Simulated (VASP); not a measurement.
Input of a VASP 6.6.1 run:

The input INCAR:

```
SYSTEM = Ba
ALGO = Normal
EDIFF = 1E-6
ENCUT = 500
GGA = PS
GGA_COMPAT = .FALSE.
ISIF = 2
ISMEAR = 1
LASPH = .TRUE.
LCHARG = .TRUE.
LELF = .TRUE.
LREAL = .FALSE.
LVHAR = .TRUE.
LWAVE = .FALSE.
NBANDS = 11
NELM = 120
PREC = Accurate
SIGMA = 0.01
```

KPOINTS

```
k-points
0
G
  8 8 8
  0 0 0
```

POSCAR

```
Ba
1.0
   -2.5065000000      2.5065000000      2.5065000000
    2.5065000000     -2.5065000000      2.5065000000
    2.5065000000      2.5065000000     -2.5065000000
Ba
1
Direct
    0.0000000000      0.0000000000      0.0000000000
```

Potentials or basis: VASP PAW PBE potentials, release 64 (Ba_sv).

The run is started by

```sh
$ cat potpaw_PBE.64/Ba_sv/POTCAR > POTCAR
$ mpirun -np 1 vasp_std > vasp.out
```

Question: What does it give for the band gap on the k mesh?

Answer: Zero (bands 5 and 6 overlap by 1.06 eV).

Question: What does it give for the pressure?

Answer: -0.6 GPa.

Caveat: the PAW data sets were made with another functional, which shifts forces and pressure a little; spin-orbit coupling is left out, which moves the levels of the heavy elements.
